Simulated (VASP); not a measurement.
Here is a VASP 6.6.1 calculation.

Contents of INCAR:

```
ALGO = Normal ; EDIFF = 1E-8
ENCUT = 520 ; GGA = PE
IBRION = 6 ; ISIF = 2
ISMEAR = 0 ; IVDW = 13
LASPH = T ; LCHARG = T
LREAL = F ; LWAVE = F
NELM = 60 ; NFREE = 2
NSW = 1 ; POTIM = 0.015
PREC = Accurate ; SIGMA = 0.3
```

KPOINTS

```
k-points
0
Gamma
  8 8 8
```

POSCAR

```
Mg
1.0
    0.0000000000      2.2442560000      2.2442560000
    2.2442560000      0.0000000000      2.2442560000
    2.2442560000      2.2442560000      0.0000000000
Mg
1
Direct
    0.0000000000      0.0000000000      0.0000000000
```

Potentials or basis: VASP PAW PBE potentials, release 64 (Mg).

Launch:

```console
$ cat potpaw_PBE.64/Mg/POTCAR > POTCAR
$ mpirun -np 1 vasp_std > vasp.out
```

(1) Predict the dispersion energy per atom.

Answers

(1) -0.077 eV.
